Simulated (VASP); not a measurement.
# Co (P-3m1) in VASP: a series of runs

Aim: see how the results for Co move with the level of theory and the settings. Levels: PBE, PBEsol. Tasks: single point, relaxation of cell and atoms.

Program: VASP 6.6.1. These are calculated values, not measurements. Logs are shortened: lines on timing, memory, paths and dates and some standing lists are left out, and cuts for length are marked.

### Step 1. The cell of the first run

It takes space group P-3m1 (No. 164, trigonal). Conventional cell: a = 2.487 Å, b = 2.487 Å, c = 4.063 Å, α = 90.00°, β = 90.00°, γ = 120.00°. Within 3.2 Å of Co (site symmetry 3m) lie 12 Co at 2.42 to 2.55 Å.

### Step 2. Single point, PBE, collinear spin, ferromagnetic start

INCAR reads:

```
ALGO = Normal
EDIFF = 1E-6
ENCUT = 690
GGA = PE
GGA_COMPAT = False
ISIF = 2
ISMEAR = -1
ISPIN = 2
LASPH = True
LCHARG = True
LELF = True
LMAXMIX = 4
LORBIT = 11
LREAL = False
LVHAR = True
LWAVE = False
MAGMOM = 2.5 2.5
NBANDS = 28
NELM = 200
NUPDOWN = 5.0
PREC = Accurate
SIGMA = 0.05
```

KPOINTS reads:

```
k-points
0
Gamma
  10 10 6
```

POSCAR reads:

```
Co
1.0
    2.4873648738      0.0000000000      0.0000000000
   -1.2436824369      2.1541211692      0.0000000000
    0.0000000000      0.0000000000      4.0632895034
Co
2
Direct
    0.3333333333      0.6666666667      0.7401390000
    0.6666666667      0.3333333333      0.2598610000
```

Potentials or basis: VASP PAW PBE potentials, release 64 (Co_sv).

Run with:

```console
cat potpaw_PBE.64/Co_sv/POTCAR > POTCAR
mpirun -np 1 vasp_std > vasp.out
```

OUTCAR:

```text
EDIFF = 1E-6
   ENCUT = 690
   GGA = PE
   ISIF = 2
   ISMEAR = -1
   ISPIN = 2
   LASPH = True
   LORBIT = 11
   LREAL = False
   NELM = 200
   NUPDOWN = 5.0
   PREC = Accurate

 ion  position               nearest neighbor table
   1  0.333  0.667  0.740-   2 2.42   2 2.42   2 2.42
   2  0.667  0.333  0.260-   1 2.42   1 2.42   1 2.42

  LATTYP: Found a hexagonal cell.
 ALAT       =     2.4873648738
 C/A-ratio  =     1.6335719565

  Lattice vectors:

 A1 = (   2.4873648738,   0.0000000000,   0.0000000000)
 A2 = (  -1.2436824369,   2.1541211692,   0.0000000000)
 A3 = (   0.0000000000,   0.0000000000,   4.0632895034)

Analysis of symmetry for initial positions (statically):
=====================================================================
 Subroutine PRICEL returns:
 Original cell was already a primitive cell.

 Routine SETGRP: Setting up the symmetry group for a
 hexagonal supercell.

 Subroutine GETGRP returns: Found 12 space group operations
 (whereof 12 operations were pure point group operations)
 out of a pool of 24 trial point group operations.

The static configuration has the point symmetry D_3d.

Analysis of symmetry for dynamics (positions and initial velocities):
=====================================================================
 Subroutine PRICEL returns:
 Original cell was already a primitive cell.

 Routine SETGRP: Setting up the symmetry group for a
 hexagonal supercell.

 Subroutine GETGRP returns: Found 12 space group operations
 (whereof 12 operations were pure point group operations)
 out of a pool of 24 trial point group operations.

The dynamic configuration has the point symmetry D_3d.

Analysis of structural, dynamic, and magnetic symmetry:
=====================================================================
 Subroutine PRICEL returns:
 Original cell was already a primitive cell.

 Routine SETGRP: Setting up the symmetry group for a
 hexagonal supercell.

 Subroutine GETGRP returns: Found 12 space group operations
 (whereof 12 operations were pure point group operations)
 out of a pool of 24 trial point group operations.

The overall configuration has the point symmetry D_3d.

 Subroutine INISYM returns: Found 12 space group operations
 (whereof 12 operations are pure point group operations),
 and found     1 'primitive' translations

----------------------------------------------------------------------------------------

                                     Primitive cell

  volume of cell :      21.7715

  direct lattice vectors                    reciprocal lattice vectors
     2.487364874  0.000000000  0.000000000     0.402031889  0.232113220  0.000000000
    -1.243682437  2.154121169  0.000000000     0.000000000  0.464226439  0.000000000
     0.000000000  0.000000000  4.063289503     0.000000000  0.000000000  0.246106018

  length of vectors
     2.487364874  2.487364874  4.063289503     0.464226439  0.464226439  0.246106018

  position of ions in fractional coordinates (direct lattice)
     0.333333333  0.666666667  0.740139000
     0.666666667  0.333333333  0.259861000

  ion indices of the primitive-cell ions
   primitive index   ion index
                 1           1
                 2           2

----------------------------------------------------------------------------------------

 KPOINTS: k-points

Automatic generation of k-mesh.
 Grid dimensions read from file:
 generate k-points for:   10   10    6

 Generating k-lattice:

  Cartesian coordinates                     Fractional coordinates (reciprocal lattice)
     0.040203189  0.023211322  0.000000000     0.100000000  0.000000000  0.000000000
     0.000000000  0.046422644  0.000000000     0.000000000  0.100000000  0.000000000
     0.000000000  0.000000000  0.041017670     0.000000000  0.000000000  0.166666667

  Length of vectors
     0.046422644  0.046422644  0.041017670

  Shift w.r.t. Gamma in fractional coordinates (k-lattice)
     0.000000000  0.000000000  0.000000000

 Subroutine IBZKPT returns following result:
 ===========================================

 Found     72 irreducible k-points:

 Following reciprocal coordinates:
            Coordinates               Weight
  0.000000  0.000000  0.000000      1.000000
  0.100000 -0.000000  0.000000      6.000000
  0.200000 -0.000000  0.000000      6.000000
  0.300000 -0.000000  0.000000      6.000000
  0.400000 -0.000000  0.000000      6.000000
  0.500000 -0.000000  0.000000      3.000000
[... 16 lines left out ...]
  0.000000  0.400000  0.166667      6.000000
  0.500000 -0.000000  0.166667      6.000000
 [... further k-points ...]
   k-points           NKPTS =     72   k-points in BZ     NKDIM =     72   number of bands    NBANDS=     28
   number of dos      NEDOS =    301   number of ions     NIONS =      2
   total plane-waves  NPLWV =  20736
   dimension x,y,z NGX =    24 NGY =   24 NGZ =   36
   dimension x,y,z NGXF=    48 NGYF=   48 NGZF=   72
   ions per type =               2
[... 107 lines left out ...]
      1     -84.8525      1.00000
      2     -84.8168      1.00000
      3     -48.1518      1.00000
      4     -48.1354      1.00000
      5     -48.0836      1.00000
      6     -48.0296      1.00000
[... 578 lines left out ...]
     27      34.2059      0.00000
     28      35.0103      0.00000

 k-point    23 :       0.0000    0.4000    0.1667
  band No.  band energies     occupation
      1     -84.8367      1.00000
      2     -84.8152      1.00000
      3     -48.2093      1.00000
      4     -48.1632      1.00000
      5     -48.0749      1.00000
      6     -48.0430      1.00000
[... 20 lines left out ...]
     27      34.0751      0.00000
     28      35.0107      0.00000

 k-point    24 :       0.5000   -0.0000    0.1667
  band No.  band energies     occupation
      1     -84.8306      1.00000
      2     -84.8146      1.00000
      3     -48.2283      1.00000
      4     -48.1863      1.00000
      5     -48.0591      1.00000
      6     -48.0494      1.00000
[... 20 lines left out ...]
     27      33.8614      0.00000
     28      34.5613      0.00000

 [... further k-points ...]

 spin component 2

 k-point     1 :       0.0000    0.0000    0.0000
  band No.  band energies     occupation
      1     -82.0701      1.00000
      2     -82.0100      1.00000
      3     -45.5060      1.00000
      4     -45.2217      1.00000
      5     -45.2217      1.00000
      6     -45.1708      1.00000
[... 20 lines left out ...]
     27      38.3279      0.00000
     28      38.3279      0.00000

 k-point     2 :       0.1000   -0.0000    0.0000
  band No.  band energies     occupation
      1     -82.0652      1.00000
      2     -82.0077      1.00000
      3     -45.4952      1.00000
      4     -45.2468      1.00000
      5     -45.2293      1.00000
      6     -45.1962      1.00000
[... 20 lines left out ...]
     27      38.6211      0.00000
     28      41.2318      0.00000

 k-point     3 :       0.2000   -0.0000    0.0000
  band No.  band energies     occupation
      1     -82.0520      1.00000
      2     -82.0020      1.00000
      3     -45.4656      1.00000
      4     -45.3119      1.00000
      5     -45.2606      1.00000
      6     -45.2493      1.00000
[... 20 lines left out ...]
     27      38.0041      0.00000
     28      40.7015      0.00000

 k-point     4 :       0.3000   -0.0000    0.0000
  band No.  band energies     occupation
      1     -82.0347      1.00000
      2     -81.9960      1.00000
      3     -45.4277      1.00000
      4     -45.3922      1.00000
      5     -45.3357      1.00000
      6     -45.2734      1.00000
[... 578 lines left out ...]
     27      35.0757      0.00000
     28      35.9459      0.00000

 k-point    23 :       0.0000    0.4000    0.1667
  band No.  band energies     occupation
      1     -82.0175      1.00000
      2     -81.9942      1.00000
      3     -45.4759      1.00000
      4     -45.4232      1.00000
      5     -45.3418      1.00000
      6     -45.2881      1.00000
[... 20 lines left out ...]
     27      34.8826      0.00000
     28      35.9416      0.00000

 k-point    24 :       0.5000   -0.0000    0.1667
  band No.  band energies     occupation
      1     -82.0109      1.00000
      2     -81.9936      1.00000
      3     -45.4955      1.00000
      4     -45.4489      1.00000
      5     -45.3254      1.00000
      6     -45.2951      1.00000
[... 20 lines left out ...]
     27      34.7576      0.00000
     28      35.4754      0.00000

 [... further k-points ...]

------------------------ aborting loop because EDIFF is reached ----------------------------------------

  FORCE on cell =-STRESS in cart. coord.  units (eV):
  Direction    XX          YY          ZZ          XY          YZ          ZX
  --------------------------------------------------------------------------------------
  -------------------------------------------------------------------------------------
  Total        2.7270656      2.7270656      3.4917960      0.0000000      0.0000000     -0.0000000
  in kB      200.6867844    200.6867844    256.9638635      0.0000000      0.0000000     -0.0000000
  external PRESSURE =     219.4458107 kB  Pullay stress =       0.0000000 kB

 VOLUME and BASIS-vectors are now :
 -----------------------------------------------------------------------------
  energy-cutoff  :      690.00
  volume of cell :       21.77
      direct lattice vectors                 reciprocal lattice vectors
     2.487364874  0.000000000  0.000000000     0.402031889  0.232113220  0.000000000
    -1.243682437  2.154121169  0.000000000     0.000000000  0.464226439  0.000000000
     0.000000000  0.000000000  4.063289503     0.000000000  0.000000000  0.246106018

 POSITION                                       TOTAL-FORCE (eV/Angst)
 -----------------------------------------------------------------------------------
     -0.00000      1.43608      3.00740        -0.000000      0.000000      0.967434
      1.24368      0.71804      1.05589         0.000000     -0.000000     -0.967434
 -----------------------------------------------------------------------------------
    total drift:                                0.000000     -0.000000      0.000000

  FREE ENERGIE OF THE ION-ELECTRON SYSTEM (eV)
  ---------------------------------------------------
  free  energy   TOTEN  =       -12.8259632431 eV

  energy  without entropy=      -12.8010637811  energy(sigma->0) =      -12.81351351

 total charge

# of ion       s       p       d       tot
------------------------------------------
    1        2.267   6.158   6.570  14.995
    2        2.267   6.158   6.570  14.995
--------------------------------------------------
tot          4.533  12.316  13.140  29.989

 magnetization (x)

# of ion       s       p       d       tot
------------------------------------------
    1        0.021   0.044   2.282   2.347
    2        0.021   0.044   2.282   2.347
--------------------------------------------------
tot          0.042   0.087   4.565   4.694
```

Wall time 78 s (1 thread of Intel Xeon Platinum 8488C (Sapphire Rapids), shared host); peak memory 0.22 GiB.

Results:

```
Free energy                                           : -12.8260 eV
Pressure                                              : 21.9 GPa
Largest force                                         : 0.967 eV/Å
Net moment                                            : 5.00 μB per cell
Site moments                                          : Co +2.35 μB
Valence electrons inside the program's atomic spheres : Co 14.99
```

Forces in eV/Å, atoms in the order of the input:
```
Co   0.000  0.000  0.967
Co   0.000  0.000 -0.967
```

Caveat: the stress differs along the axes, from 20 to 26 GPa; the total moment is fixed, so each spin has its own Fermi level and the state may be an excited one.

### Step 3. Relaxation of cell and atoms, PBEsol, collinear spin, ferromagnetic start, target pressure 5 GPa, at which the enthalpy is minimised

INCAR reads:

```
SYSTEM = Co
PREC = Accurate ; ENCUT = 600
EDIFF = 1E-6 ; ISMEAR = -1
SIGMA = 0.05 ; LREAL = .False.
LASPH = .True. ; NELM = 150
ALGO = Normal ; ISIF = 3
LWAVE = .False. ; LCHARG = .False.
ISPIN = 2 ; MAGMOM = 2 2
LORBIT = 11 ; LMAXMIX = 4
GGA = PS ; IBRION = 2
NSW = 80 ; EDIFFG = -0.02
PSTRESS = 50.0
```

KPOINTS reads:

```
regular mesh
0
Gamma
  12 12 7
  0 0 0
```

POSCAR is that of step 2.

Potentials or basis: VASP PAW PBE potentials, release 64 (Co).

Run with:

```console
cat potpaw_PBE.64/Co/POTCAR > POTCAR
mpirun -np 1 vasp_std > vasp.out
```

Run time: 2.6 min. Hardware: 1 thread of Intel Xeon 6975P-C (Granite Rapids), shared host; peak memory 0.2 GiB.

It converged, with:

```yaml
Free_energy: -15.4697 eV
Relaxed_volume: 10.11 Å³/atom
Relaxed_cell: a = 2.437 Å, b = 2.437 Å, c = 3.933 Å, α = 90.00°, β = 90.00°, γ = 120.00°
Space_group_after_relaxing_to_0.1_Å: P6_3/mmc (No. 194)
Energy_change_on_relaxing_the_run_minimises_the_enthalpy: -26.5 meV/atom
Ionic_steps: 8
Pressure_after_relaxing: 5.1 GPa
Net_moment: 3.05 μB per cell
Site_moments: Co +1.53 μB
Valence_electrons_inside_the_program's_atomic_spheres: Co 8.42
```

Forces on the atoms (eV/Å):
```
Co   0.000  0.000  0.002
Co   0.000  0.000 -0.002
```

Stress tensor (GPa, compression positive):
```
5.08 0.00 0.00
0.00 5.08 0.00
0.00 0.00 4.99
```

Step by step:
| step | energy change (eV) | largest force (eV/Å) | pressure (GPa) | volume (Å³) |
| --- | --- | --- | --- | --- |
| 1 | 0.0000 | 0.4293 | -10.11 | 21.77 |
| 2 | 0.1172 | 0.5086 | 31.17 | 18.69 |
| 3 | -0.0362 | 0.5379 | 5.86 | 20.21 |
| 4 | -0.0353 | 0.5388 | 6.17 | 20.18 |
| 5 | -0.0497 | 0.0815 | 6.05 | 20.14 |
| 6 | -0.0498 | 0.0025 | 6.18 | 20.13 |
| 7 | -0.0559 | 0.0022 | 3.60 | 20.33 |
| 8 | -0.0529 | 0.0021 | 5.05 | 20.22 |

Final structure:
```yaml
crystal:
  lattice:
    - [2.43653, 0.00000, 0.00000]
    - [-1.21826, 2.11009, 0.00000]
    - [0.00000, 0.00000, 3.93310]
  atoms:
    - { symbol: Co, position: [0.33333, 0.66667, 0.74997] }
    - { symbol: Co, position: [0.66667, 0.33333, 0.25003] }
```

Levels at points of the mesh, in eV from the Fermi level:
Spin up:
```
           k point  band 6  band 7  band 8  band 9  band 10  band 11  band 12  band 13  band 14  band 15
(0.00, 0.00, 0.00)   -2.29   -2.29   -1.90   -1.90    -0.66    -0.66    -0.14     7.03    22.50    25.83
(0.50, 0.00, 0.00)   -2.56   -2.19   -0.52   -0.40    -0.35     1.52     3.69    10.24    10.98    13.41
```
Spin down:
| k point | band 5 | band 6 | band 7 | band 8 | band 9 | band 10 |
| --- | --- | --- | --- | --- | --- | --- |
| (0.00, 0.00, 0.00) | -1.12 | -0.71 | -0.71 | -0.25 | -0.25 | -0.11 |
| (0.50, 0.00, 0.00) | -1.30 | -1.17 | -0.71 | 1.24 | 1.40 | 1.43 |

Caveat: the cell is relaxed towards a set pressure, so the run minimises the enthalpy, not the energy; the PAW data sets were made with another functional, which shifts forces and pressure a little.

### Step 4. Relaxation of cell and atoms, PBEsol, collinear spin, ferromagnetic start, target pressure 10 GPa, at which the enthalpy is minimised

INCAR reads:

```
PREC = Accurate ; ENCUT = 600
EDIFF = 1E-6 ; ISMEAR = -1
SIGMA = 0.05 ; LREAL = False
LASPH = True ; NELM = 150
ALGO = Normal ; ISIF = 3
LWAVE = False ; LCHARG = False
ISPIN = 2 ; MAGMOM = 2 2
LORBIT = 11 ; LMAXMIX = 4
GGA = PS ; IBRION = 2
NSW = 80 ; EDIFFG = -0.02
PSTRESS = 100.0
```

KPOINTS reads:

```
Automatic mesh
0
Gamma
  12 12 7
```

POSCAR is that of step 3.

Run with:

```console
cat potpaw_PBE.64/Co/POTCAR > POTCAR
mpirun -np 1 vasp_std > vasp.out
```

It took 2.8 min on 1 thread of Intel Xeon 6975P-C (Granite Rapids), shared host; peak memory 0.2 GiB.

It converged, with:

| Item | Value |
| --- | --- |
| Free energy | -15.4529 eV |
| Relaxed volume | 9.93 Å³/atom |
| Relaxed cell | a = 2.421 Å, b = 2.421 Å, c = 3.911 Å, α = 90.00°, β = 90.00°, γ = 120.00° |
| Space group after relaxing (to 0.1 Å) | P6_3/mmc (No. 194) |
| Energy change on relaxing (the run minimises the enthalpy) | -18.0 meV/atom |
| Ionic steps | 8 |
| Pressure after relaxing | 10.0 GPa |
| Net moment | 3.01 μB per cell |
| Site moments | Co +1.50 μB |
| Valence electrons inside the program's atomic spheres | Co 8.46 |

Stress tensor (GPa, compression positive):
```
10.12  0.00  0.00
 0.00 10.12  0.00
 0.00  0.00  9.89
```

Step by step:
| step | energy change (eV) | largest force (eV/Å) | pressure (GPa) | volume (Å³) |
| --- | --- | --- | --- | --- |
| 1 | 0.0000 | 0.4293 | -10.11 | 21.77 |
| 2 | 0.3658 | 0.6390 | 53.31 | 17.74 |
| 3 | -0.0200 | 0.6114 | 9.98 | 19.91 |
| 4 | -0.0162 | 0.6157 | 10.93 | 19.85 |
| 5 | -0.0308 | 0.0572 | 11.11 | 19.78 |
| 6 | -0.0306 | 0.0041 | 11.24 | 19.78 |
| 7 | -0.0427 | 0.0011 | 8.35 | 19.98 |
| 8 | -0.0361 | 0.0013 | 10.04 | 19.86 |

Final structure:
```yaml
crystal:
  lattice:
    - [2.42134, 0.00000, 0.00000]
    - [-1.21067, 2.09694, 0.00000]
    - [0.00000, 0.00000, 3.91125]
  atoms:
    - { symbol: Co, position: [0.33333, 0.66667, 0.74998] }
    - { symbol: Co, position: [0.66667, 0.33333, 0.25002] }
```

Levels at points of the mesh, in eV from the Fermi level:
Spin up:
```csv
k point,band 7,band 8,band 9,band 10,band 11,band 12,band 13,band 14
"(0.00, 0.00, 0.00)",-2.31,-1.90,-1.90,-0.63,-0.63,-0.16,7.20,22.66
"(0.50, 0.00, 0.00)",-2.21,-0.48,-0.36,-0.31,1.58,3.79,10.40,11.16
```
Spin down:
| k point | band 4 | band 5 | band 6 | band 7 | band 8 | band 9 | band 10 | band 11 |
| --- | --- | --- | --- | --- | --- | --- | --- | --- |
| (0.00, 0.00, 0.00) | -1.17 | -1.17 | -0.75 | -0.75 | -0.27 | -0.27 | -0.12 | 1.12 |
| (0.50, 0.00, 0.00) | -2.03 | -1.34 | -1.22 | -0.75 | 1.26 | 1.42 | 1.45 | 2.80 |

Caveat: the cell is relaxed towards a set pressure, so the run minimises the enthalpy, not the energy; the PAW data sets were made with another functional, which shifts forces and pressure a little.

### Step 5. The runs side by side

| task | level | potentials or basis | fixed moment (μB) | cell | k mesh | cutoff (eV) | gap on the mesh (eV) | pressure (GPa) | moment (μB) |
| --- | --- | --- | --- | --- | --- | --- | --- | --- | --- |
| single point | PBE | VASP PAW PBE potentials, release 64 (Co_sv) | 5.0 | as given | 10 × 10 × 6 | 690 | - | 21.9 | 5.00 |
| relaxation of cell and atoms | PBEsol | VASP PAW PBE potentials, release 64 (Co) | - | relaxed to 5 GPa | 12 × 12 × 7 | 600 | none | 5.1 | 3.05 |
| relaxation of cell and atoms | PBEsol | VASP PAW PBE potentials, release 64 (Co) | - | relaxed to 10 GPa | 12 × 12 × 7 | 600 | none | 10.0 | 3.01 |

Alike in all rows: spin collinear, ferromagnetic start; smearing fermi-dirac 0.05 eV.

Caveats: the cell is relaxed towards a set pressure, so the run minimises the enthalpy, not the energy (at least some runs); the PAW data sets were made with another functional, which shifts forces and pressure a little (at least some runs); the stress differs along the axes, from 20 to 26 GPa (at least some runs); the total moment is fixed, so each spin has its own Fermi level and the state may be an excited one (at least some runs).

Absolute energies hang on the potentials; compare differences alone.
